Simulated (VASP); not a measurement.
Ta:

```
Ta
1.0
     2.75743    0.00000    0.00000
     0.00000    2.75743    0.00000
     0.00000    0.00000    2.82526
Ta
1
Direct
  0.00000 0.00000 0.00000
```

```yaml
Program: VASP 6.6.1
Task: relaxation of cell and atoms
Functional: PBE
Potentials_or_basis: VASP PAW PBE potentials, release 64 (Ta_pv)
Cutoff: 600 eV
k_mesh: 6 × 6 × 6
Occupations: gaussian, width 0.1 eV
Spin: no spin polarisation
```

At the start: pressure -4.0 GPa; volume 21.48 Å³/atom.

Q: How do energy, volume and symmetry change on relaxing?

A: Over 6 steps the energy falls by 12.7 meV/atom and the volume is 20.89 Å³/atom (-2.8 %); space group Pm-3m (No. 221, to 0.1 Å) before and after.

Step by step:
| step | energy change (eV) | largest force (eV/Å) | pressure (GPa) | volume (Å³) |
| --- | --- | --- | --- | --- |
| 1 | 0.0000 | 0.0000 | -4.00 | 21.48 |
| 2 | 0.0130 | 0.0000 | 8.32 | 19.85 |
| 3 | -0.0119 | 0.0000 | 0.44 | 20.81 |
| 4 | -0.0119 | 0.0000 | 0.54 | 20.79 |
| 5 | -0.0127 | 0.0000 | -0.31 | 20.91 |
| 6 | -0.0127 | 0.0000 | -0.16 | 20.89 |

Final structure:
```cif
data_structure
_symmetry_space_group_name_H-M 'P 1'
_symmetry_Int_Tables_number 1
_cell_length_a 2.7530
_cell_length_b 2.7530
_cell_length_c 2.7564
_cell_angle_alpha 90.000
_cell_angle_beta 90.000
_cell_angle_gamma 90.000
_cell_volume 20.89
loop_
_atom_site_label
_atom_site_type_symbol
_atom_site_fract_x
_atom_site_fract_y
_atom_site_fract_z
_atom_site_occupancy
Ta1 Ta 0.00000 0.00000 0.00000 1
```

Caveat: the k points lie up to 0.38 Å⁻¹ apart in the final cell, too coarse for converged energies and pressures of a metal.
